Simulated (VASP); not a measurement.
Here is a VASP 6.6.1 calculation.

Contents of POSCAR:

```
TiO2
1.0
    5.1170288072      0.0000000000      0.0000000000
   -2.5585144036      4.4314769389      0.0000000000
    0.0000000000      0.0000000000      5.8178160601
Ti O
3 6
Direct
    0.4661652025      0.0000000000      0.3333333333
    0.0000000000      0.4661652025      0.6666666667
    0.5338347975      0.5338347975      0.0000000000
    0.4189423308      0.2717377456      0.2136010424
    0.7282622544      0.1472045851      0.5469343757
    0.8527954149      0.5810576692      0.8802677091
    0.2717377456      0.4189423308      0.7863989576
    0.1472045851      0.7282622544      0.4530656243
    0.5810576692      0.8527954149      0.1197322909
```

INCAR.step1

```
SYSTEM = TiO2
PREC = Accurate
ENCUT = 520
ISMEAR = 0
SIGMA = 0.05
LREAL = .False.
LASPH = .True.
NELM = 60
NBANDS = 46
GGA = PE
ALGO = Normal
EDIFF = 1E-4
LWAVE = .True.
LCHARG = .False.
```

File INCAR.step2:

```
SYSTEM = TiO2
PREC = Accurate
ENCUT = 520
EDIFF = 1E-6
ISMEAR = 0
SIGMA = 0.05
LREAL = .False.
LASPH = .True.
NELM = 60
ALGO = Normal
ISIF = 2
LWAVE = .False.
LCHARG = .False.
METAGGA = R2SCAN
LMIXTAU = .True.
NBANDS = 46
ISTART = 1
```

Contents of KPOINTS:

```
regular mesh
0
Gamma
  6 6 4
  0 0 0
```

Potentials or basis: VASP PAW PBE potentials, release 64 (Ti_sv, O).

The run is started by

```bash
$ cat potpaw_PBE.64/Ti_sv/POTCAR potpaw_PBE.64/O/POTCAR > POTCAR
$ cp INCAR.step1 INCAR
$ mpirun -np 1 vasp_std > vasp.out
$ cp INCAR.step2 INCAR
$ mpirun -np 1 vasp_std > vasp.out
```

Task: What does it give for the band gap on the k mesh?

Result: 5.04 eV (least direct gap 5.05 eV).

Task: Predict the largest force.

Result: 3.031 eV/Å.

Stress tensor (GPa, compression positive):
```
42.03  0.00  0.00
 0.00 42.03  0.00
 0.00  0.00 41.30
```

Caveat: the cell differs from its parent crystal (strain -0.080 along x and y, -0.040 along z); the cell stands under pressure; the PAW data sets were made with another functional, which shifts forces and pressure a little. A k mesh can miss the band edges.
